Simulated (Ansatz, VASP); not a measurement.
**AlC2: VASP beside Ansatz**

```
CELL_PARAMETERS angstrom
1.43960 0.83115 4.34796
-1.43960 0.83115 4.34796
0.00000 -1.66231 4.34796
ATOMIC_POSITIONS crystal
Al 0.00000 0.00000 0.00000
C 0.75000 0.75000 0.75000
C 0.25000 0.25000 0.25000
```

Alike in both runs: task single point; functional PBE; k mesh 6 × 6 × 6; occupations gaussian, width 0.1 eV; no spin polarisation.

```csv
,VASP,Ansatz
version,VASP 6.6.1,Ansatz 0.2.0
potentials or method,"VASP PAW PBE potentials, release 64 (Al, C), cutoff 520 eV","scalar-relativistic, plane waves, PAW"
valence electrons in the cell,11,11
```

Ansatz gave:

```
gap on the k mesh at the Fermi level (eV)                     : none
pressure (GPa)                                                : 18.6
traceless stress, the component that is largest in VASP (GPa) : -25.50
rms of the force components (eV/Å)                            : 0.651
```

**Question.** Estimate VASP's values.

**Answer.** gap on the k mesh at the Fermi level (eV): none; pressure (GPa): 18.6; traceless stress, the component that is largest in VASP (GPa): -25.46; rms of the force components (eV/Å): 0.652.

Atom by atom the forces differ by 0.001 eV/Å (rms over components). A gap of «none» marks a metal or a gap that the smearing closes.

The k mesh is coarse, so the values compare programs but aren't converged.
